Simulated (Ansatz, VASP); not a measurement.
**PtSe2: VASP beside Ansatz**

```
CELL_PARAMETERS angstrom
3.63273 0.00000 0.00000
-1.81636 3.14604 0.00000
0.00000 0.00000 31.12162
ATOMIC_POSITIONS crystal
Se 0.66667 0.33333 0.45609
Se 0.33333 0.66667 0.54391
Pt 0.00000 0.00000 0.50000
```

Change from the starting cell: biaxial strain -0.020, atoms relaxed.

Alike in both runs: functional PBE; dispersion D3(BJ); k mesh 12 × 12 × 1; occupations gaussian, width 0.02 eV; no spin polarisation.

Ansatz relaxed the structure, and its values are those at the end. VASP's run is a single point on that final structure, the one shown.

|  | VASP | Ansatz |
| --- | --- | --- |
| version | VASP 6.6.1 | Ansatz 0.2.0 |
| potentials or method | VASP PAW PBE potentials, release 64 (Se, Pt), cutoff 520 eV | scalar-relativistic, plane waves, PAW |
| valence electrons in the cell | 22 | 50 |

```csv
,VASP,Ansatz,Ansatz less VASP
gap on the k mesh at the Fermi level (eV),1.27,1.28,+0.008
least direct gap on the mesh (eV),1.58,1.59,+0.006
rms of the force components (eV/Å),0.004,0.004,+0.0001
```

VASP's potentials hold 22 valence electrons a cell and Ansatz's 50, so a difference there can come from the potentials and not from the codes. Ansatz's warnings: stress scf threshold loose.

Neither program's run includes spin-orbit coupling.
